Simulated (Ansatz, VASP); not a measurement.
## MnS in VASP and in Ansatz

Contents of POSCAR:

```
MnS
1.0
    0.0000000000      2.8000000000      2.8000000000
    2.8000000000      0.0000000000      2.8000000000
    2.8000000000      2.8000000000      0.0000000000
Mn S
1 1
Direct
    0.0000000000      0.0000000000      0.0000000000
    0.2500000000      0.2500000000      0.2500000000
```

Contents of INCAR.step1:

```
ALGO = Normal
EDIFF = 1E-4
ENCUT = 520
GGA = PE
ISMEAR = 0
ISPIN = 2
LASPH = T
LCHARG = F
LMAXMIX = 4
LREAL = F
LWAVE = T
MAGMOM = 4 0
NBANDS = 20
NELM = 150
PREC = Accurate
SIGMA = 0.1
```

Contents of INCAR.step2:

```
ALGO = Normal
EDIFF = 1E-7
ENCUT = 520
ISIF = 2
ISMEAR = 0
ISPIN = 2
ISTART = 1
LASPH = T
LCHARG = F
LMAXMIX = 4
LMIXTAU = T
LORBIT = 11
LREAL = F
LWAVE = F
MAGMOM = 4 0
METAGGA = R2SCAN
NBANDS = 20
NELM = 150
PREC = Accurate
SIGMA = 0.1
```

KPOINTS

```
k-points
0
Gamma
  6 6 6
```

Input for Ansatz:

```yaml
crystal:
  lattice:
    - [0.0, 2.8, 2.8]
    - [2.8, 0.0, 2.8]
    - [2.8, 2.8, 0.0]
  atoms:
    - { symbol: Mn, position: [0.0, 0.0, 0.0], spin: 4.0 }
    - { symbol: S, position: [0.25, 0.25, 0.25] }
basis:
  ecutwfc: 500
kpoints:
  mp_grid: { grid: [6, 6, 6] }
hamiltonian:
  xc: r2scan
scf:
  occupations: { method: gaussian, width: 0.1 }
  lower_state_search: "off"
output:
  forces: true
  stress: true
  eigenvalues: true
  populations: true
magnetization:
  spin_polarized: true
```

Alike in both runs: task single point; functional r2SCAN; k mesh 6 × 6 × 6; occupations gaussian, width 0.1 eV; collinear spin.

|  | VASP | Ansatz |
| --- | --- | --- |
| version | VASP 6.6.1 | Ansatz 0.2.0 |
| potentials or method | VASP PAW PBE potentials, release 64 (Mn_pv, S), cutoff 520 eV | scalar-relativistic, plane waves, PAW |
| valence electrons in the cell | 19 | 21 |

|  | VASP | Ansatz | Ansatz less VASP |
| --- | --- | --- | --- |
| gap on the k mesh at the Fermi level (eV) | 0.57 | 0.58 | +0.007 |
| least direct gap on the mesh (eV) | 1.24 | 1.23 | -0.012 |
| pressure (GPa) | 1.9 | 1.8 | -0.09 |
| net moment per atom (μB) | 2.50 | 2.50 | 0.000 |
| size of the moment on the site where the two differ most (μB) | 4.46 | 4.30 | -0.161 |

VASP's potentials were made for PBE, not for r2SCAN. Site moments also hang on the region over which each program counts them. VASP's potentials hold 19 valence electrons a cell and Ansatz's 21, so a difference there can come from the potentials and not from the codes. Ansatz's warnings: stability check not made.
